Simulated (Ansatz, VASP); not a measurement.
**PtSe2: VASP beside Ansatz**

```
CELL_PARAMETERS angstrom
3.70704 0.00000 0.00000
-1.85352 3.21039 0.00000
0.00000 0.00000 22.79816
ATOMIC_POSITIONS crystal
Se 0.66667 0.33333 0.19738
Se 0.33333 0.66667 0.31358
Se 0.33333 0.00000 0.47631
Se 0.66667 0.66667 0.59251
Pt 0.00000 0.00000 0.25548
Pt 0.00000 0.33333 0.53441
```

Alike in both runs: task single point; functional PBE; dispersion D3(BJ); k mesh 9 × 9 × 1; occupations gaussian, width 0.05 eV; no spin polarisation.

```csv
,VASP,Ansatz
version,VASP 6.6.1,Ansatz 0.2.0
potentials or method,"VASP PAW PBE potentials, release 64 (Se, Pt), cutoff 520 eV","scalar-relativistic, plane waves, PAW"
valence electrons in the cell,44,100
```

VASP gave:

```
gap on the k mesh at the Fermi level (eV) : 1.04
least direct gap on the mesh (eV)         : 1.19
rms of the force components (eV/Å)        : 0.031
```

Q: Estimate Ansatz's values.

A: gap on the k mesh at the Fermi level (eV): 1.05; least direct gap on the mesh (eV): 1.20; rms of the force components (eV/Å): 0.031.

VASP's potentials hold 44 valence electrons a cell and Ansatz's 100, so a difference there can come from the potentials and not from the codes. Ansatz's warnings: xc potential rough in thin density.

Neither program's run includes spin-orbit coupling.
